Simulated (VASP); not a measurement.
Set up this calculation in VASP 6.6.1, as the native input.

| Quantity | Value |
| --- | --- |
| Task | single point |
| Functional | PBE |
| Potentials or basis | VASP PAW PBE potentials, release 64 (Hf_pv, N) |
| Cutoff | 520 eV |
| k mesh | 18 × 18 × 8 |
| Occupations | gaussian, width 0.1 eV |
| Spin | no spin polarisation |
| Dipole correction | no |
| Further INCAR settings | ALGO = Normal; EDIFF = 1e-07; NBANDS = 23 |

The structure of HfN lies in POSCAR:

```
HfN
1.0
    3.1218299587      0.0000000000      0.0000000000
   -1.5609149794      2.7035840505      0.0000000000
    0.0000000000      0.0000000000      5.3864490159
Hf N
2 2
Direct
    0.6666666667      0.3333333333      0.7500000000
    0.3333333333      0.6666666667      0.2500000000
    0.0000000000      0.0000000000      0.0000000000
    0.0000000000      0.0000000000      0.5000000000
```

The input as run:

INCAR

```
SYSTEM = HfN
PREC     = Accurate       ! precision mode
ENCUT    = 520            ! plane-wave cutoff, eV
EDIFF    = 1E-7           ! SCF threshold, eV
ISMEAR   = 0              ! smearing method
SIGMA    = 0.1            ! smearing width, eV
LREAL    = .FALSE.        ! projectors in reciprocal space
LASPH    = .TRUE.         ! aspherical terms in the spheres
NELM     = 100            ! most SCF steps
ALGO     = Normal         ! electronic algorithm
ISIF     = 2              ! what is computed and relaxed
LWAVE    = .FALSE.        ! write WAVECAR
LCHARG   = .FALSE.        ! write CHGCAR
GGA      = PE             ! functional
NBANDS   = 23             ! bands
```

KPOINTS

```
Automatic mesh
0
G
  18 18 8
  0 0 0
```

Potentials or basis: VASP PAW PBE potentials, release 64 (Hf_pv, N).

Run with:

```sh
$ cat potpaw_PBE.64/Hf_pv/POTCAR potpaw_PBE.64/N/POTCAR > POTCAR
$ mpirun -np 1 vasp_std > vasp.out
```

Results of the run:

* Pressure: 7.7 GPa
* Band gap on the k mesh: zero (bands 15 and 16 overlap by 2.36 eV)

Caveat: the cell stands under pressure; spin-orbit coupling is left out, which moves the levels of the heavy elements.

It took 5.8 min on 1 thread of AMD EPYC 7R43 64-Core Processor (Zen 3), on a shared host, peak memory 0.24 GiB.
